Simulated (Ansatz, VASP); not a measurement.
Cu in VASP and in Ansatz

```
CELL_PARAMETERS angstrom
-1.32737 1.32737 1.26599
1.32737 -1.32737 1.26599
1.32737 1.32737 -1.26599
ATOMIC_POSITIONS crystal
Cu 0.00000 0.00000 0.00000
```

Change from the starting cell: strain -0.080 along x and y, -0.080 along z, atoms carried along.

Alike in both runs: task single point; functional PBEsol; k mesh 24 × 24 × 24; occupations gaussian, width 0.15 eV; no spin polarisation.

|  | VASP | Ansatz |
| --- | --- | --- |
| version | VASP 6.6.1 | Ansatz 0.2.0 |
| potentials or method | VASP PAW PBE potentials, release 64 (Cu), cutoff 520 eV | scalar-relativistic, plane waves, PAW |
| valence electrons in the cell | 11 | 19 |

```tsv
	VASP	Ansatz	Ansatz less VASP
gap on the k mesh at the Fermi level (eV)	none	none	-
pressure (GPa)	73.7	72.9	-0.82
traceless stress, the component that is largest in VASP (GPa)	0.74	0.69	-0.049
```

VASP's potentials were made for PBE, not for PBEsol. A gap of «none» marks a metal or a gap that the smearing closes. Both programs put the cell under a high pressure, so it lies far from rest at this level. VASP's potentials hold 11 valence electrons a cell and Ansatz's 19, so a difference there can come from the potentials and not from the codes.

Noted on VASP's run: the cell as given lies far from equilibrium.
